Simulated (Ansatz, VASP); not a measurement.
# Two plane-wave programs on W

```
W
1.0
    -1.58516    1.58516    1.58516
     1.58516   -1.58516    1.58516
     1.58516    1.58516   -1.58516
W
1
Cartesian
  0.0000 0.0000 0.0000
```

Alike in both runs: task single point; functional PBE; k mesh 6 × 6 × 6; no spin polarisation.

|  | VASP | Ansatz |
| --- | --- | --- |
| version | VASP 6.6.1 | Ansatz 0.2.0 |
| potentials or method | VASP PAW PBE potentials, release 64 (W_sv), cutoff 500 eV | scalar-relativistic, plane waves, PAW |
| occupations | tetrahedron | tetrahedron-uncorrected |
| valence electrons in the cell | 14 | 14 |

|  | VASP | Ansatz | Ansatz less VASP |
| --- | --- | --- | --- |
| gap on the k mesh at the Fermi level (eV) | none | none | - |
| pressure (GPa) | 6.9 | 6.2 | -0.72 |

A gap of «none» marks a metal or a gap that the smearing closes. Ansatz's warnings: band table not solved further, force scf threshold loose, stress scf threshold loose.

The k mesh is coarse, so the values compare programs but aren't converged. Spin-orbit coupling is off throughout.
